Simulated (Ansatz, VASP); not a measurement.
Two plane-wave programs on Cu

```
Cu
1.0
    11.57025    0.00000    0.00000
     0.00000    2.23821    0.00000
    -4.59562    0.00000   21.74339
Cu
1
Direct
  0.50000 0.50000 0.50000
```

Alike in both runs: task single point; functional PBEsol; k mesh 3 × 13 × 2; no spin polarisation.

```csv
,VASP,Ansatz
version,VASP 6.6.1,Ansatz 0.2.0
potentials or method,"VASP PAW PBE potentials, release 64 (Cu), cutoff 600 eV","plane waves, PAW"
occupations,"gaussian, width 0.1 eV",gaussian
valence electrons in the cell,11,19
```

```tsv
	VASP	Ansatz	Ansatz less VASP
gap on the k mesh at the Fermi level (eV)	none	none	-
pressure (GPa)	0.0	0.0	-0.01
traceless stress, the component that is largest in VASP (GPa)	0.05	0.04	-0.013
```

VASP's potentials were made for PBE, not for PBEsol. A gap of «none» marks a metal or a gap that the smearing closes. VASP's potentials hold 11 valence electrons a cell and Ansatz's 19, so a difference there can come from the potentials and not from the codes. Ansatz's warnings: force scf threshold loose, stress scf threshold loose.
